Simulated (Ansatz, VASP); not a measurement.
## Ag in VASP and in Ansatz

Contents of INCAR:

```
  PREC = Accurate
  ENCUT = 520
  EDIFF = 1E-7
  ISMEAR = -1
  SIGMA = 0.1
  LREAL = F
  LASPH = T
  NELM = 80
  ALGO = Normal
  ISIF = 2
  LWAVE = F
  LCHARG = F
  GGA = PE
  NBANDS = 12
```

Contents of KPOINTS:

```
regular mesh
0
Gamma
  15 15 15
```

POSCAR

```
Ag
1.0
    0.0000000000      2.0427500000      2.0427500000
    2.0427500000      0.0000000000      2.0427500000
    2.0427500000      2.0427500000      0.0000000000
Ag
1
Direct
    0.0000000000      0.0000000000      0.0000000000
```

Input for Ansatz:

```yaml
crystal:
  lattice:
    - [0.0, 2.04275, 2.04275]
    - [2.04275, 0.0, 2.04275]
    - [2.04275, 2.04275, 0.0]
  atoms:
    - { symbol: Ag, position: [0.0, 0.0, 0.0] }
accuracy: medium
basis:
  ecutwfc: 470.0
  xc_grid: 2
kpoints:
  mp_grid:
    grid: [15, 15, 15]
hamiltonian:
  xc: pbe
scf:
  convergence:
    dr2_threshold: 1.0e-08
  mixing:
    algorithm: broyden
    beta: 0.2
    ndim: 6
  occupations:
    method: fermi_dirac
  eigensolver:
    kind: davidson
output:
  stress: true
```

Alike in both runs: task single point; functional PBE; k mesh 15 × 15 × 15; no spin polarisation.

|  | VASP | Ansatz |
| --- | --- | --- |
| version | VASP 6.6.1 | Ansatz 0.2.0 |
| potentials or method | VASP PAW PBE potentials, release 64 (Ag), cutoff 520 eV | plane waves, PAW |
| occupations | fermi-dirac, width 0.1 eV | fermi-dirac |
| valence electrons in the cell | 11 | 19 |

Ansatz gave:

```
pressure (GPa) : 4.7
```

Task: What did VASP give for the same quantities?

Result: Pressure (GPa): 4.5.

VASP's potentials hold 11 valence electrons a cell and Ansatz's 19, so a difference there can come from the potentials and not from the codes. Ansatz's warnings: stress scf threshold loose.
